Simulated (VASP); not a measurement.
## TiAl3: single point with HSE06

Crystal: TiAl3.

```
CELL_PARAMETERS angstrom
-1.91111 1.91111 4.28067
1.91111 -1.91111 4.28067
1.91111 1.91111 -4.28067
ATOMIC_POSITIONS crystal
Ti 0.00000 0.00000 0.00000
Al 0.25000 0.75000 0.50000
Al 0.75000 0.25000 0.50000
Al 0.50000 0.50000 0.00000
```

```
Program             : VASP 6.6.1
Task                : single point
Functional          : HSE06
Potentials or basis : VASP PAW PBE potentials, release 64 (Ti_sv, Al)
Cutoff              : 520 eV
k mesh              : 5 × 5 × 5
Occupations         : fermi-dirac, width 0.1 eV
Spin                : no spin polarisation
```

| Item | Value |
| --- | --- |
| Pressure | 0.1 GPa |
| Band gap on the k mesh | zero (an odd number of electrons rules out a gap without spin polarisation) |

Stress tensor (GPa, compression positive):
```
-0.03  0.00  0.00
 0.00 -0.03  0.00
 0.00  0.00  0.29
```

Levels at points of the mesh, in eV from the Fermi level:
```csv
k point,band 7,band 8,band 9,band 10,band 11,band 12,band 13,band 14
"(0.00, 0.00, 0.00)",-3.14,-1.55,-1.47,-1.47,0.99,1.92,1.92,2.50
```

It took 100 min on 1 thread of AMD EPYC 7R43 64-Core Processor (Zen 3) (shared host), peak memory 0.32 GiB.

Caveat: the k points lie up to 0.36 Å⁻¹ apart, too coarse for converged energies and pressures of a metal; the PAW data sets were made with another functional, which shifts forces and pressure a little.
